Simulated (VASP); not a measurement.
Crystal: Al.

```
CELL_PARAMETERS angstrom
2.86762 0.00000 0.00000
-1.43381 2.48343 0.00000
0.00000 0.00000 4.96230
ATOMIC_POSITIONS crystal
Al 0.33333 0.66667 0.25000
Al 0.66667 0.33333 0.75000
```

This cell differs from its parent crystal: volume scaled by 1.06.

Base run:

| Quantity | Value |
| --- | --- |
| Program | VASP 6.6.1 |
| Functional | PBEsol |
| Potentials or basis | VASP PAW PBE potentials, release 64 (Al) |
| Cutoff | 520 eV |
| k mesh | 11 × 11 × 6 |
| Occupations | fermi-dirac, width 0.05 eV |
| Spin | no spin polarisation |

Its results: band gap on the k mesh zero (band 3 reaches 10.62 eV, above the bottom of band 4 at 4.37 eV); pressure -5.1 GPa.

**Question.** The run is repeated on the same cell with these changes: functional from PBEsol to r2SCAN. What comes out?

**Answer.** Band gap on the k mesh zero (band 3 reaches 10.89 eV, above the bottom of band 4 at 4.32 eV); pressure -6.9 GPa.

Caveats: the PAW data sets were made with another functional, which shifts forces and pressure a little.
